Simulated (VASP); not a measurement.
# C (P6_3/mmc) in VASP: single point with PBEsol

Aim: the single point of C with PBEsol.

All numbers are computed with VASP 6.6.1; they aren't measurements. Logs are shortened: lines on timing, memory, paths and dates and some standing lists are left out, and cuts for length are marked.

### Step 1. The cell of the first run

The structure is hexagonal, space group P6_3/mmc (No. 194). The conventional cell has a = 2.461 Å, b = 2.461 Å, c = 4.163 Å, α = 90.00°, β = 90.00°, γ = 120.00°. Within 2.0 Å of C (site symmetry 3m) lie 4 C at 1.51 to 1.56 Å.

### Step 2. Single point, PBEsol (strained cell)

Input file INCAR:

```
ALGO = Normal
EDIFF = 1E-6
ENCUT = 1300
GGA = PS
GGA_COMPAT = False
ISIF = 2
ISMEAR = 0
LASPH = True
LCHARG = True
LELF = True
LREAL = False
LVHAR = True
LWAVE = False
NBANDS = 16
NELM = 120
PREC = Accurate
SIGMA = 0.02
```

Input file KPOINTS:

```
k-points
0
Gamma
  9 9 6
```

Input file POSCAR:

```
C
1.0
    2.4612466107      0.0000000000      0.0000000000
   -1.2306233054      2.1315020899      0.0000000000
    0.0000000000      0.0000000000      4.1625633096
C
4
Direct
    0.3333333333      0.6666666667      0.0000573180
    0.6666666667      0.3333333333      0.5000573180
    0.3333333333      0.6666666667      0.3739426820
    0.6666666667      0.3333333333      0.8739426820
```

Potentials or basis: VASP PAW PBE potentials, release 64 (C_h).

Run with:

```
$ cat potpaw_PBE.64/C_h/POTCAR > POTCAR
$ mpirun -np 1 vasp_std > vasp.out
```

OUTCAR:

```text
EDIFF = 1E-6
   ENCUT = 1300
   GGA = PS
   ISIF = 2
   ISMEAR = 0
   LASPH = True
   LREAL = False
   NELM = 120
   PREC = Accurate

 ion  position               nearest neighbor table
   1  0.333  0.667  0.000-   4 1.51   4 1.51   4 1.51
   2  0.667  0.333  0.500-   3 1.51   3 1.51   3 1.51
   3  0.333  0.667  0.374-   2 1.51   2 1.51   2 1.51
   4  0.667  0.333  0.874-   1 1.51   1 1.51   1 1.51

  LATTYP: Found a hexagonal cell.
 ALAT       =     2.4612466107
 C/A-ratio  =     1.6912418656

  Lattice vectors:

 A1 = (   2.4612466107,   0.0000000000,   0.0000000000)
 A2 = (  -1.2306233054,   2.1315020899,   0.0000000000)
 A3 = (   0.0000000000,   0.0000000000,   4.1625633096)

Analysis of symmetry for initial positions (statically):
=====================================================================
 Subroutine PRICEL returns:
 Original cell was already a primitive cell.

 Routine SETGRP: Setting up the symmetry group for a
 hexagonal supercell.

 Subroutine GETGRP returns: Found 24 space group operations
 (whereof  6 operations were pure point group operations)
 out of a pool of 24 trial point group operations.

The static configuration has the point symmetry C_3v.
 The point group associated with its full space group is D_6h.

Analysis of symmetry for dynamics (positions and initial velocities):
=====================================================================
 Subroutine PRICEL returns:
 Original cell was already a primitive cell.

 Routine SETGRP: Setting up the symmetry group for a
 hexagonal supercell.

 Subroutine GETGRP returns: Found 24 space group operations
 (whereof  6 operations were pure point group operations)
 out of a pool of 24 trial point group operations.

The dynamic configuration has the point symmetry C_3v.
 The point group associated with its full space group is D_6h.

 Subroutine INISYM returns: Found 24 space group operations
 (whereof  6 operations are pure point group operations),
 and found     1 'primitive' translations

----------------------------------------------------------------------------------------

                                     Primitive cell

  volume of cell :      21.8374

  direct lattice vectors                    reciprocal lattice vectors
     2.461246611  0.000000000  0.000000000     0.406298173  0.234576359  0.000000000
    -1.230623305  2.131502090  0.000000000     0.000000000  0.469152719  0.000000000
     0.000000000  0.000000000  4.162563310     0.000000000  0.000000000  0.240236586

  length of vectors
     2.461246611  2.461246611  4.162563310     0.469152719  0.469152719  0.240236586

  position of ions in fractional coordinates (direct lattice)
     0.333333333  0.666666667  0.000057318
     0.666666667  0.333333333  0.500057318
     0.333333333  0.666666667  0.373942682
     0.666666667  0.333333333  0.873942682

  ion indices of the primitive-cell ions
   primitive index   ion index
                 1           1
                 2           2
                 3           3
                 4           4

----------------------------------------------------------------------------------------

 KPOINTS: k-points

Automatic generation of k-mesh.
 Grid dimensions read from file:
 generate k-points for:    9    9    6

 Generating k-lattice:

  Cartesian coordinates                     Fractional coordinates (reciprocal lattice)
     0.045144241  0.026064040  0.000000000     0.111111111  0.000000000  0.000000000
     0.000000000  0.052128080  0.000000000     0.000000000  0.111111111  0.000000000
     0.000000000  0.000000000  0.040039431     0.000000000  0.000000000  0.166666667

  Length of vectors
     0.052128080  0.052128080  0.040039431

  Shift w.r.t. Gamma in fractional coordinates (k-lattice)
     0.000000000  0.000000000  0.000000000

 Subroutine IBZKPT returns following result:
 ===========================================

 Found     48 irreducible k-points:

 Following reciprocal coordinates:
            Coordinates               Weight
  0.000000  0.000000  0.000000      1.000000
  0.111111 -0.000000  0.000000      6.000000
  0.222222 -0.000000  0.000000      6.000000
  0.333333 -0.000000  0.000000      6.000000
  0.444444 -0.000000  0.000000      6.000000
  0.111111  0.111111  0.000000      6.000000
[... 16 lines left out ...]
  0.333333  0.222222  0.166667     24.000000
  0.333333  0.333333  0.166667      4.000000
 [... further k-points ...]
   k-points           NKPTS =     48   k-points in BZ     NKDIM =     48   number of bands    NBANDS=     16
   number of dos      NEDOS =    301   number of ions     NIONS =      4
   total plane-waves  NPLWV =  45000
   dimension x,y,z NGX =    30 NGY =   30 NGZ =   50
   dimension x,y,z NGXF=    60 NGYF=   60 NGZF=  100
   ions per type =               4
   NGX,Y,Z   is equivalent  to a cutoff of  20.26, 20.26, 19.97 a.u.
   NGXF,Y,Z  is equivalent  to a cutoff of  40.53, 40.53, 39.94 a.u.
 SYSTEM =  unknown system
   PREC   = accura    normal or accurate (medium, high low for compatibility)
   ISTART =      0    job   : 0-new  1-cont  2-samecut
   ICHARG =      2    charge: 1-file 2-atom 10-const
   ISPIN  =      1    spin polarized calculation?
   LNONCOLLINEAR =      F non collinear calculations
   LSORBIT =      F    spin-orbit coupling
   LASPH  =      T    aspherical Exc in radial PAW
   ENCUT  = 1300.0 eV  95.55 Ry    9.77 a.u.   7.24  7.24 12.24*2*pi/ulx,y,z
   NELM   =    120;   NELMIN=  2; NELMDL= -5     # of ELM steps
   EDIFF  = 0.1E-05   stopping-criterion for ELM
   LREAL  =      F    real-space projection
   EDIFFG = 0.1E-04   stopping-criterion for IOM
   NSW    =      0    number of steps for IOM
   IBRION =     -1    ionic relax: 0-MD 1-quasi-New 2-CG
   NFREE  =      0    steps in history (QN), initial steepest desc. (CG)
   ISIF   =      2    stress and relaxation
   ISYM   =      2    0-nonsym 1-usesym 2-fastsym
   POTIM  = 0.5000    time-step for ionic-motion
   TEBEG  =    0.0;   TEEND  =   0.0 temperature during run
   PSTRESS=    0.0 pullay stress
   NELECT =      16.0000    total number of electrons
   NUPDOWN=      -1.0000    fix difference up-down
   EMIN   =  10.00;   EMAX   =-10.00  energy-range for DOS
   EFERMI =   0.00;   METHOD = LEGACY
   ISMEAR =     0;   SIGMA  =   0.02  broadening in eV -4-tet -1-fermi 0-gaus
   EFERMI_NEDOS =   21; number of points for ismear=-14 and -15
   IALGO  =     38    algorithm
   IMIX   =      4    mixing-type and parameters
     AMIX     =   0.40;   BMIX     =  1.00
     AMIX_MAG =   1.60;   BMIX_MAG =  1.00
  volume/ion in A,a.u.               =       5.46        36.84
  Fermi-wavevector in a.u.,A,eV,Ry     =   1.475868  2.788987 29.636033  2.178187
  Thomas-Fermi vector in A             =   2.590465
   LORBIT       =      0    0 simple, 1 ext, 2 COOP (PROOUT), +10 PAW based schemes
   GGA     = PS    functional components
   LHFCALC =     F    Hartree Fock is set to
   AEXX    =    0.0000 exact exchange contribution
   IVDW    =     0    specifies the selected vdW correction
   LEPSILON=     F    determine dielectric tensor
   LRPA    =     F    only Hartree local field effects (RPA)
 non-spin polarized calculation
 Gauss-broadening in eV      SIGMA  =   0.02
  energy-cutoff  :     1300.00
  volume of cell :       21.84
 maximum number of plane-waves:      2352
 NGX is ok and might be reduce to    30
   NGX = 15   NGY = 15   NGZ = 25

 number of electron      16.0000000 magnetization

 Free energy of the ion-electron system (eV)
  ---------------------------------------------------
  ext. energy  EPLUGINS =         0.00000000
  ---------------------------------------------------
  free energy    TOTEN  =       -38.41336823 eV

  energy without entropy =      -38.41336823  energy(sigma->0) =      -38.41336823

 E-fermi :  12.0141     XC(G=0): -13.7627

 val. band max:       11.8477802514   @ k =   0.0000   0.0000   0.0000
 cond. band min:      14.7249144334   @ k =   0.3333   0.3333   0.0000
 fundamental gap:      2.8771341820
 Fermi energy:        12.0141208916

 k-point     1 :       0.0000    0.0000    0.0000
  band No.  band energies     occupation
      1     -10.5376      2.00000
      2      -4.9191      2.00000
      3      -2.4054      2.00000
      4       8.7891      2.00000
      5       8.7891      2.00000
      6      11.2516      2.00000
[... 8 lines left out ...]
     15      27.0476      0.00000
     16      29.7812      0.00000

 k-point     2 :       0.1111   -0.0000    0.0000
  band No.  band energies     occupation
      1     -10.2184      2.00000
      2      -4.6330      2.00000
      3      -2.1002      2.00000
      4       7.2954      2.00000
      5       8.1519      2.00000
      6      10.5652      2.00000
[... 8 lines left out ...]
     15      27.3865      0.00000
     16      28.4845      0.00000

 k-point     3 :       0.2222   -0.0000    0.0000
  band No.  band energies     occupation
      1      -9.2670      2.00000
      2      -3.7795      2.00000
      3      -1.2195      2.00000
      4       4.1651      2.00000
      5       6.9194      2.00000
      6       7.8817      2.00000
[... 8 lines left out ...]
     15      26.6278      0.00000
     16      27.9431      0.00000

 k-point     4 :       0.3333   -0.0000    0.0000
  band No.  band energies     occupation
      1      -7.7084      2.00000
      2      -2.3770      2.00000
      3      -0.1901      2.00000
      4       1.1306      2.00000
      5       4.9187      2.00000
      6       5.8616      2.00000
[... 8 lines left out ...]
     15      27.2042      0.00000
     16      28.6809      0.00000
[... 324 lines left out ...]
 k-point    22 :       0.2222    0.2222    0.1667
  band No.  band energies     occupation
      1      -6.6110      2.00000
      2      -2.5544      2.00000
      3       0.4587      2.00000
      4       2.6296      2.00000
      5       2.9423      2.00000
      6       4.1697      2.00000
[... 8 lines left out ...]
     15      25.7647      0.00000
     16      28.1683      0.00000

 k-point    23 :       0.3333    0.2222    0.1667
  band No.  band energies     occupation
      1      -4.6224      2.00000
      2      -1.8294      2.00000
      3      -0.5868      2.00000
      4       1.7124      2.00000
      5       2.0730      2.00000
      6       3.9838      2.00000
[... 8 lines left out ...]
     15      27.3112      0.00000
     16      28.8446      0.00000

 k-point    24 :       0.3333    0.3333    0.1667
  band No.  band energies     occupation
      1      -2.8483      2.00000
      2      -2.8483      2.00000
      3       0.3735      2.00000
      4       1.0389      2.00000
      5       1.0389      2.00000
      6       3.8722      2.00000
[... 8 lines left out ...]
     15      28.0921      0.00000
     16      28.0921      0.00000

 [... further k-points ...]

------------------------ aborting loop because EDIFF is reached ----------------------------------------

  FORCE on cell =-STRESS in cart. coord.  units (eV):
  Direction    XX          YY          ZZ          XY          YZ          ZX
  --------------------------------------------------------------------------------------
  -------------------------------------------------------------------------------------
  Total        2.9329749      2.9329749      0.0238015     -0.0000000      0.0000000      0.0000000
  in kB      215.1875700    215.1875700      1.7462763     -0.0000000      0.0000000      0.0000000
  external PRESSURE =     144.0404721 kB  Pullay stress =       0.0000000 kB

 VOLUME and BASIS-vectors are now :
 -----------------------------------------------------------------------------
  energy-cutoff  :     1300.00
  volume of cell :       21.84
      direct lattice vectors                 reciprocal lattice vectors
     2.461246611  0.000000000  0.000000000     0.406298173  0.234576359  0.000000000
    -1.230623305  2.131502090  0.000000000     0.000000000  0.469152719  0.000000000
     0.000000000  0.000000000  4.162563310     0.000000000  0.000000000  0.240236586

 POSITION                                       TOTAL-FORCE (eV/Angst)
 -----------------------------------------------------------------------------------
     -0.00000      1.42100      0.00024        -0.000000      0.000000      0.001196
      1.23062      0.71050      2.08152         0.000000     -0.000000      0.001196
     -0.00000      1.42100      1.55656        -0.000000     -0.000000     -0.001196
      1.23062      0.71050      3.63784         0.000000     -0.000000     -0.001196
 -----------------------------------------------------------------------------------
    total drift:                               -0.000000      0.000000      0.000002

  FREE ENERGIE OF THE ION-ELECTRON SYSTEM (eV)
  ---------------------------------------------------
  free  energy   TOTEN  =       -38.4133682275 eV

  energy  without entropy=      -38.4133682275  energy(sigma->0) =      -38.41336823
```

Run time: 31 s. Hardware: 1 thread of Intel Xeon Platinum 8488C (Sapphire Rapids), shared host; peak memory 0.2 GiB.

Results:

* Free energy: -38.4134 eV
* Pressure: 14.4 GPa
* Band gap on the k mesh: 2.88 eV (least direct gap 4.96 eV)

Caveat: the cell differs from its parent crystal (strained cell); the stress differs along the axes, from 0 to 22 GPa; the PAW data sets were made with another functional, which shifts forces and pressure a little.
